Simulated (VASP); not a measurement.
SrOs:

```
Sr Os
1.0
     5.53283    0.00000    0.00000
     0.00000    5.53283    0.00000
     0.00000    0.00000    5.53283
Sr Os
4 4
Direct
  0.13400 0.13400 0.13400
  0.36600 0.86600 0.63400
  0.63400 0.36600 0.86600
  0.86600 0.63400 0.36600
  0.84450 0.84450 0.84450
  0.65550 0.15550 0.34450
  0.34450 0.65550 0.15550
  0.15550 0.34450 0.65550
```

```yaml
Program: VASP 6.6.1
Task: relaxation of cell and atoms
Functional: PBE
Potentials_or_basis: VASP PAW PBE potentials, release 64 (Sr_sv, Os)
Cutoff: 600 eV
k_mesh: 4 × 4 × 4
Occupations: gaussian, width 0.1 eV
Spin: no spin polarisation
```

At the start: pressure 10.3 GPa; volume 21.17 Å³/atom.

Problem. Where does the relaxation end?

Solution. Over 11 steps the energy falls by 171.6 meV/atom and the volume is 23.81 Å³/atom (+12.5 %); space group P2_13 (No. 198, to 0.1 Å) before and after.

The path:
```tsv
step	energy change (eV)	largest force (eV/Å)	pressure (GPa)	volume (Å³)
1	0.0000	1.3980	10.33	169.37
2	-0.9017	0.6521	-3.61	205.08
3	-0.9761	0.7830	-1.38	196.13
4	-1.1563	0.6479	-0.86	193.65
5	-1.3139	0.4182	1.23	187.11
6	-1.3254	0.2616	0.65	188.57
7	-1.3572	0.1775	-0.31	191.40
8	-1.3602	0.1505	-0.68	192.59
9	-1.3722	0.0575	0.13	190.00
10	-1.3722	0.0619	0.09	190.11
11	-1.3732	0.0193	-0.03	190.46
```

Final structure:
```
Sr Os
1.0
     5.75355    0.00000    0.00000
     0.00000    5.75355    0.00000
     0.00000    0.00000    5.75355
Sr Os
4 4
Direct
  0.15813 0.15813 0.15813
  0.34187 0.84187 0.65813
  0.65813 0.34187 0.84187
  0.84187 0.65813 0.34187
  0.85386 0.85386 0.85386
  0.64614 0.14614 0.35386
  0.35386 0.64614 0.14614
  0.14614 0.35386 0.64614
```
